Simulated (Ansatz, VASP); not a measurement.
This is a calculation of NaCl for VASP 6.6.1.

The input POSCAR:

```
NaCl
1.0
    0.0000000000      2.8125674869      2.8125674869
    2.8125674869      0.0000000000      2.8125674869
    2.8125674869      2.8125674869      0.0000000000
Cl Na
1 1
Direct
    0.5000000000      0.5000000000      0.5000000000
    0.0000000000      0.0000000000      0.0000000000
```

File INCAR.step1:

```
SYSTEM = NaCl
  ALGO = Normal
  EDIFF = 1E-4
  ENCUT = 520
  GGA = PE
  ISMEAR = -1
  LASPH = .True.
  LCHARG = .False.
  LREAL = .False.
  LWAVE = .True.
  NBANDS = 14
  NELM = 80
  PREC = Accurate
  SIGMA = 0.05
```

File INCAR.step2:

```
SYSTEM = NaCl
  ALGO = Normal
  EDIFF = 1E-6
  ENCUT = 520
  ISIF = 2
  ISMEAR = -1
  ISTART = 1
  LASPH = .True.
  LCHARG = .False.
  LMIXTAU = .True.
  LREAL = .False.
  LWAVE = .False.
  METAGGA = R2SCAN
  NBANDS = 14
  NELM = 80
  PREC = Accurate
  SIGMA = 0.05
```

File KPOINTS:

```
k-points
0
Gamma
  8 8 8
  0 0 0
```

Potentials or basis: VASP PAW PBE potentials, release 64 (Cl, Na_pv).

Launch:

```bash
$ cat potpaw_PBE.64/Cl/POTCAR potpaw_PBE.64/Na_pv/POTCAR > POTCAR
$ cp INCAR.step1 INCAR
$ mpirun -np 1 vasp_std > vasp.out
$ cp INCAR.step2 INCAR
$ mpirun -np 1 vasp_std > vasp.out
```

Task: Set up the same calculation for Ansatz 0.2.0. Potentials there: Ansatz PAW.

Result: As run (the cutoff follows the program's own potentials):

File input.yaml:

```yaml
crystal:
  lattice:
    - [0.0, 2.8125674869, 2.8125674869]
    - [2.8125674869, 0.0, 2.8125674869]
    - [2.8125674869, 2.8125674869, 0.0]
  atoms:
    - { symbol: Cl, position: [0.5, 0.5, 0.5] }
    - { symbol: Na, position: [0.0, 0.0, 0.0] }
hamiltonian:
  xc: r2scan
  pseudopotentials: { kind: paw }
kpoints:
  mp_grid: { grid: [8, 8, 8] }
scf:
  occupations: { method: fermi_dirac, width: 0.05 }
output:
  forces: true
  stress: true
  eigenvalues: true
```

Potentials or basis: Ansatz PAW.

The run is started by

```console
$ ansatz run input.yaml --threads 1 --pin off --max-ram 3584MiB --backend cpu --events-out ev --progress --plain --runs-dir out
```

Both were run:

|  | VASP | Ansatz | Ansatz less VASP |
| --- | --- | --- | --- |
| gap on the k mesh at the Fermi level (eV) | 5.95 | 5.93 | -0.023 |
| least direct gap on the mesh (eV) | 5.95 | 5.93 | -0.023 |
| pressure (GPa) | -0.5 | -0.2 | +0.21 |

VASP's potentials were made for PBE, not for r2SCAN. With one functional, cell and mesh, what is left measures potentials, basis and numerics. VASP's potentials hold 14 valence electrons a cell and Ansatz's 16, so a difference there can come from the potentials and not from the codes.
